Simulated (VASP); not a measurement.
Set up this calculation in VASP 6.6.1, as the native input.

* Task: single point
* Functional: PBE
* Potentials or basis: VASP PAW PBE potentials, release 64 (Co, Si)
* Cutoff: 520 eV
* k mesh: 16 × 16 × 16
* Occupations: gaussian, width 0.15 eV
* Spin: no spin polarisation
* Dipole correction: no
* Further INCAR settings: ALGO = Normal; EDIFF = 1e-06; NBANDS = 16

The structure of CoSi2 lies in POSCAR:

```
CoSi2
1.0
    0.0000000000      2.6129405832      2.6799390597
    2.6129405832      0.0000000000      2.6799390597
    2.6129405832      2.6129405832      0.0000000000
Co Si
1 2
Direct
    0.0000000000      0.0000000000      0.0000000000
    0.2500000000      0.2500000000      0.2500000000
    0.7500000000      0.7500000000      0.7500000000
```

This cell differs from its parent crystal: strain -0.025 along x and y, +0.000 along z.

One way to write it, as run:

INCAR

```
SYSTEM = CoSi2
ALGO = Normal ; EDIFF = 1E-6
ENCUT = 520 ; GGA = PE
ISIF = 2 ; ISMEAR = 0
LASPH = .TRUE. ; LCHARG = .FALSE.
LREAL = .FALSE. ; LWAVE = .FALSE.
NBANDS = 16 ; NELM = 100
PREC = Accurate ; SIGMA = 0.15
```

KPOINTS

```
k-points
0
G
  16 16 16
  0 0 0
```

Potentials or basis: VASP PAW PBE potentials, release 64 (Co, Si).

Launch:

```sh
$ cat potpaw_PBE.64/Co/POTCAR potpaw_PBE.64/Si/POTCAR > POTCAR
$ mpirun -np 1 vasp_std > vasp.out
```

It gave:

```json
{
 "Pressure": "10.1 GPa",
 "Band gap on the k mesh": "zero (an odd number of electrons rules out a gap without spin polarisation)"
}
```

Caveat: the cell differs from its parent crystal (strain -0.025 along x and y, +0.000 along z); the cell stands under pressure; an odd number of electrons without spin polarisation forces a metal; a magnetic or distorted state may lie lower.

It took 92 s on 1 thread of Intel(R) Xeon(R) 6975P-C (Granite Rapids), with other jobs on the host, peak memory 0.31 GiB.
